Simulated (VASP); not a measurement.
Set up this calculation in VASP 6.6.1, as the native input.

- Task: single point
- Functional: PBE
- Potentials or basis: VASP PAW PBE potentials, release 64 (K_sv, Br)
- Cutoff: 520 eV
- k mesh: 4 × 4 × 4
- Occupations: gaussian, width 0.01 eV
- Spin: no spin polarisation
- Dipole correction: no
- Further INCAR settings: ALGO = Normal; EDIFF = 1e-06; NBANDS = 15

The structure of KBr lies in POSCAR:

```
KBr
1.0
    0.0000000000      3.3024387157      3.3024387157
    3.3024387157      0.0000000000      3.3024387157
    3.3024387157      3.3024387157      0.0000000000
K Br
1 1
Direct
    0.0000000000      0.0000000000      0.0000000000
    0.5000000000      0.5000000000      0.5000000000
```

The input as run:

INCAR

```
  PREC = Accurate
  ENCUT = 520
  EDIFF = 1E-6
  ISMEAR = 0
  SIGMA = 0.01
  LREAL = False
  LASPH = True
  NELM = 60
  ALGO = Normal
  ISIF = 2
  LWAVE = False
  LCHARG = False
  GGA = PE
  NBANDS = 15
```

KPOINTS

```
Automatic mesh
0
Gamma
  4 4 4
```

Potentials or basis: VASP PAW PBE potentials, release 64 (K_sv, Br).

Launch:

```sh
$ cat potpaw_PBE.64/K_sv/POTCAR potpaw_PBE.64/Br/POTCAR > POTCAR
$ mpirun -np 1 vasp_std > vasp.out
```

It gave:

```
Pressure               : 0.7 GPa
Band gap on the k mesh : 4.43 eV
```

It took 14 s on 1 thread of Intel(R) Xeon(R) Platinum 8375C CPU @ 2.90GHz (Ice Lake) (shared host), peak memory 0.2 GiB.
